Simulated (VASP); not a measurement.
# AgRuC4N4 (P-43m) in VASP: single point with PBE

Aim: the single point of AgRuC4N4 with PBE.

All numbers are computed with VASP 6.6.1; they aren't measurements. Logs are shortened: lines on timing, memory, paths and dates and some standing lists are left out, and cuts for length are marked.

## (1) The cell of the first run

It takes space group P-43m (No. 215, cubic). Conventional cell: a = 5.988 Å, b = 5.988 Å, c = 5.988 Å, α = 90.00°, β = 90.00°, γ = 90.00°. Within 2.8 Å of Ag (site symmetry -43m) lie 4 N at 2.12 Å. Ru (site symmetry -43m) has 4 C at 1.90 Å within 2.5 Å. C (site symmetry 3m) has 1 N at 1.17 Å within 1.6 Å. N (site symmetry 3m) has 1 C at 1.17 Å within 1.6 Å.

## (2) Single point, PBE, collinear spin, ferromagnetic start

INCAR reads:

```
PREC = Accurate
ENCUT = 520
EDIFF = 1E-6
ISMEAR = 0
SIGMA = 0.1
LREAL = F
LASPH = T
NELM = 150
ALGO = Normal
ISIF = 2
LWAVE = F
LCHARG = F
ISPIN = 2
MAGMOM = 0 1 0 0 0 0 0 0 0 0
LORBIT = 11
LMAXMIX = 4
GGA = PE
NBANDS = 46
```

KPOINTS reads:

```
regular mesh
0
Gamma
  4 4 4
```

POSCAR reads:

```
AgRuC4N4
1.0
    5.9882769900      0.0000000000      0.0000000000
    0.0000000000      5.9882769900      0.0000000000
    0.0000000000      0.0000000000      5.9882769900
Ag Ru C N
1 1 4 4
Direct
    0.5000000000      0.5000000000      0.5000000000
    0.0000000000      0.0000000000      0.0000000000
    0.1827998500      0.1827998500      0.1827998500
    0.1827998500      0.8172001500      0.8172001500
    0.8172001500      0.1827998500      0.8172001500
    0.8172001500      0.8172001500      0.1827998500
    0.2956035500      0.2956035500      0.2956035500
    0.2956035500      0.7043964500      0.7043964500
    0.7043964500      0.2956035500      0.7043964500
    0.7043964500      0.7043964500      0.2956035500
```

Potentials or basis: VASP PAW PBE potentials, release 64 (Ag, Ru_pv, C, N).

The run is started by

```bash
cat potpaw_PBE.64/Ag/POTCAR potpaw_PBE.64/Ru_pv/POTCAR potpaw_PBE.64/C/POTCAR potpaw_PBE.64/N/POTCAR > POTCAR
mpirun -np 1 vasp_std > vasp.out
```

OUTCAR:

```text
PREC = Accurate
   ENCUT = 520
   EDIFF = 1E-6
   ISMEAR = 0
   LREAL = F
   LASPH = T
   NELM = 150
   ISIF = 2
   ISPIN = 2
   LORBIT = 11
   GGA = PE

 ion  position               nearest neighbor table
   1  0.500  0.500  0.500-   7 2.12   8 2.12   9 2.12  10 2.12
   2  0.000  0.000  0.000-   3 1.90   4 1.90   5 1.90   6 1.90
   3  0.183  0.183  0.183-   7 1.17   2 1.90
   4  0.183  0.817  0.817-   8 1.17   2 1.90
   5  0.817  0.183  0.817-   9 1.17   2 1.90
   6  0.817  0.817  0.183-  10 1.17   2 1.90
   7  0.296  0.296  0.296-   3 1.17   1 2.12
   8  0.296  0.704  0.704-   4 1.17   1 2.12
   9  0.704  0.296  0.704-   5 1.17   1 2.12
  10  0.704  0.704  0.296-   6 1.17   1 2.12

  LATTYP: Found a simple cubic cell.
 ALAT       =     5.9882769900

  Lattice vectors:

 A1 = (   5.9882769900,   0.0000000000,   0.0000000000)
 A2 = (   0.0000000000,   5.9882769900,   0.0000000000)
 A3 = (   0.0000000000,   0.0000000000,   5.9882769900)

Analysis of symmetry for initial positions (statically):
=====================================================================
 Subroutine PRICEL returns:
 Original cell was already a primitive cell.

 Routine SETGRP: Setting up the symmetry group for a
 simple cubic supercell.

 Subroutine GETGRP returns: Found 24 space group operations
 (whereof 24 operations were pure point group operations)
 out of a pool of 48 trial point group operations.

The static configuration has the point symmetry T_d .

Analysis of symmetry for dynamics (positions and initial velocities):
=====================================================================
 Subroutine PRICEL returns:
 Original cell was already a primitive cell.

 Routine SETGRP: Setting up the symmetry group for a
 simple cubic supercell.

 Subroutine GETGRP returns: Found 24 space group operations
 (whereof 24 operations were pure point group operations)
 out of a pool of 48 trial point group operations.

The dynamic configuration has the point symmetry T_d .

Analysis of structural, dynamic, and magnetic symmetry:
=====================================================================
 Subroutine PRICEL returns:
 Original cell was already a primitive cell.

 Routine SETGRP: Setting up the symmetry group for a
 simple cubic supercell.

[... 150 lines left out ...]
  free energy    TOTEN  =       -74.97349461 eV

  energy without entropy =      -74.92478517  energy(sigma->0) =      -74.94913989

 E-fermi :  -0.2918     XC(G=0):  -7.2112

 val. band max:       -0.2986827657   @ k =   0.2500   0.2500   0.0000
 cond. band min:      -0.2730531004   @ k =   0.5000   0.0000   0.0000
 fundamental gap:      0.0256296653
 Fermi energy:        -0.2917754544

 spin component 1

 k-point     1 :       0.0000    0.0000    0.0000
  band No.  band energies     occupation
      1     -44.2486      1.00000
      2     -44.2486      1.00000
      3     -44.2486      1.00000
      4     -18.3776      1.00000
      5     -18.2880      1.00000
      6     -18.2880      1.00000
[... 439 lines left out ...]
     41       5.1391      0.00000
     42       6.0720      0.00000
 Fermi energy:        -0.2917754544

 spin component 2

 k-point     1 :       0.0000    0.0000    0.0000
  band No.  band energies     occupation
      1     -43.9116      1.00000
      2     -43.9116      1.00000
      3     -43.9116      1.00000
      4     -18.3111      1.00000
      5     -18.2218      1.00000
      6     -18.2218      1.00000
[... 439 lines left out ...]
     41       5.2409      0.00000
     42       6.1233      0.00000
 [bands above 42 left out]

------------------------ aborting loop because EDIFF is reached ----------------------------------------

  FORCE on cell =-STRESS in cart. coord.  units (eV):
  Direction    XX          YY          ZZ          XY          YZ          ZX
  --------------------------------------------------------------------------------------
  -------------------------------------------------------------------------------------
  Total        5.8969157      5.8969157      5.8969157      0.0000000      0.0000000      0.0000000
  in kB       43.9976881     43.9976881     43.9976881      0.0000000      0.0000000      0.0000000
  external PRESSURE =      43.9976881 kB  Pullay stress =       0.0000000 kB

 VOLUME and BASIS-vectors are now :
 -----------------------------------------------------------------------------
  energy-cutoff  :      520.00
  volume of cell :      214.74
      direct lattice vectors                 reciprocal lattice vectors
     5.988276990  0.000000000  0.000000000     0.166992943  0.000000000  0.000000000
     0.000000000  5.988276990  0.000000000     0.000000000  0.166992943  0.000000000
     0.000000000  0.000000000  5.988276990     0.000000000  0.000000000  0.166992943

 POSITION                                       TOTAL-FORCE (eV/Angst)
 -----------------------------------------------------------------------------------
      2.99414      2.99414      2.99414         0.000000      0.000000      0.000000
      0.00000      0.00000      0.00000         0.000000      0.000000      0.000000
      1.09466      1.09466      1.09466        -0.201566     -0.201566     -0.201566
      1.09466      4.89362      4.89362        -0.201566      0.201566      0.201566
      4.89362      1.09466      4.89362         0.201566     -0.201566      0.201566
      4.89362      4.89362      1.09466         0.201566      0.201566     -0.201566
      1.77016      1.77016      1.77016         0.400726      0.400726      0.400726
      1.77016      4.21812      4.21812         0.400726     -0.400726     -0.400726
      4.21812      1.77016      4.21812        -0.400726      0.400726     -0.400726
      4.21812      4.21812      1.77016        -0.400726     -0.400726      0.400726
 -----------------------------------------------------------------------------------
    total drift:                               -0.000000     -0.000000     -0.000000

  FREE ENERGIE OF THE ION-ELECTRON SYSTEM (eV)
  ---------------------------------------------------
  free  energy   TOTEN  =       -74.9734946106 eV

  energy  without entropy=      -74.9247851728  energy(sigma->0) =      -74.94913989

 total charge

# of ion       s       p       d       tot
------------------------------------------
    1        0.303   0.391   9.167   9.860
    2        0.476   6.376   6.147  12.998
    3        0.954   1.684   0.000   2.638
    4        0.954   1.684   0.000   2.638
    5        0.954   1.684   0.000   2.638
    6        0.954   1.684   0.000   2.638
    7        1.313   2.531   0.000   3.844
    8        1.313   2.531   0.000   3.844
    9        1.313   2.531   0.000   3.844
   10        1.313   2.531   0.000   3.844
--------------------------------------------------
tot          9.847  23.626  15.313  48.787

 magnetization (x)

# of ion       s       p       d       tot
------------------------------------------
    1        0.001  -0.000  -0.002  -0.001
    2        0.002   0.069   0.365   0.436
    3        0.006   0.002   0.000   0.009
    4        0.006   0.002   0.000   0.009
    5        0.006   0.002   0.000   0.009
    6        0.006   0.002   0.000   0.009
    7        0.003   0.043   0.000   0.047
    8        0.003   0.043   0.000   0.047
    9        0.003   0.043   0.000   0.047
   10        0.003   0.043   0.000   0.047
--------------------------------------------------
tot          0.041   0.252   0.364   0.656
```

stdout:

```text
POSCAR found type information on POSCAR AgRuC N
 POSCAR found :  4 types and      10 ions
 scaLAPACK will be used
 LDA part: xc-table for (Slater+PW92), standard interpolation
 POSCAR, INCAR and KPOINTS ok, starting setup
 FFT: planning ... GRIDC
 FFT: planning ... GRID_SOFT
 FFT: planning ... GRID
 WAVECAR not read
 entering main loop
```

It took 6.2 min on 1 thread of Intel Xeon 8259CL, shared host; peak memory 0.5 GiB.

What came out:

```yaml
Free_energy: -74.9735 eV
Pressure: 4.4 GPa
Largest_force: 0.694 eV/Å
Band_gap_on_the_k_mesh: zero (filled and empty bands overlap)
Net_moment: 0.99 μB per cell
Site_moments: Ag -0.00; Ru +0.44; C +0.01; N +0.05 μB
Valence_electrons_inside_the_program's_atomic_spheres: Ag 9.86; Ru 13.00; C 2.64; N 3.84
```

Forces in eV/Å, atoms in the order of the input:
```
Ag   0.000  0.000  0.000
Ru   0.000  0.000  0.000
C   -0.202 -0.202 -0.202
C   -0.202  0.202  0.202
C    0.202 -0.202  0.202
C    0.202  0.202 -0.202
N    0.401  0.401  0.401
N    0.401 -0.401 -0.401
N   -0.401  0.401 -0.401
N   -0.401 -0.401  0.401
```

Caveat: the cell stands under pressure.

The gap in the log of VASP goes by the Fermi energy; the results here count the filled bands.